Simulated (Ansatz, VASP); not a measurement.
**SiC: VASP beside Ansatz**

INCAR

```
SYSTEM = SiC
PREC     = Accurate       ! precision mode
ENCUT    = 520            ! plane-wave cutoff, eV
EDIFF    = 1E-6           ! SCF threshold, eV
ISMEAR   = 0              ! smearing method
SIGMA    = 0.05           ! smearing width, eV
LREAL    = .FALSE.        ! projectors in reciprocal space
LASPH    = .TRUE.         ! aspherical terms in the spheres
NELM     = 100            ! most SCF steps
ALGO     = Normal         ! electronic algorithm
ISIF     = 2              ! what is computed and relaxed
LWAVE    = .FALSE.        ! write WAVECAR
LCHARG   = .FALSE.        ! write CHGCAR
GGA      = PE             ! functional
NBANDS   = 11             ! bands
```

File KPOINTS:

```
Automatic mesh
0
G
  14 14 14
  0 0 0
```

File POSCAR:

```
SiC
1.0
    0.0000000000      2.1751532607      2.1751532607
    2.1751532607      0.0000000000      2.1751532607
    2.1751532607      2.1751532607      0.0000000000
Si C
1 1
Direct
    0.0000000000      0.0000000000      0.0000000000
    0.7500000000      0.7500000000      0.7500000000
```

Input for Ansatz:

```yaml
crystal:
  lattice:
    - [0.0, 2.1751532607, 2.1751532607]
    - [2.1751532607, 0.0, 2.1751532607]
    - [2.1751532607, 2.1751532607, 0.0]
  atoms:
    - { symbol: Si, position: [0.0, 0.0, 0.0] }
    - { symbol: C, position: [0.75, 0.75, 0.75] }
basis:
  ecutwfc: 420
  ecutrho_ratio: 4
kpoints:
  mp_grid: { grid: [14, 14, 14] }
hamiltonian:
  xc: pbe
scf:
  occupations: { method: gaussian, width: 0.05 }
output:
  forces: true
  stress: true
  eigenvalues: true
```

Alike in both runs: task single point; functional PBE; k mesh 14 × 14 × 14; occupations gaussian, width 0.05 eV; no spin polarisation.

|  | VASP | Ansatz |
| --- | --- | --- |
| version | VASP 6.6.1 | Ansatz 0.2.0 |
| potentials or method | VASP PAW PBE potentials, release 64 (Si, C), cutoff 520 eV | scalar-relativistic, plane waves, PAW |
| valence electrons in the cell | 8 | 8 |

```tsv
	VASP	Ansatz	Ansatz less VASP
gap on the k mesh at the Fermi level (eV)	1.35	1.35	+0.003
least direct gap on the mesh (eV)	4.55	4.55	+0.004
pressure (GPa)	4.4	4.5	+0.06
```

With one functional, cell and mesh, what is left measures potentials, basis and numerics.
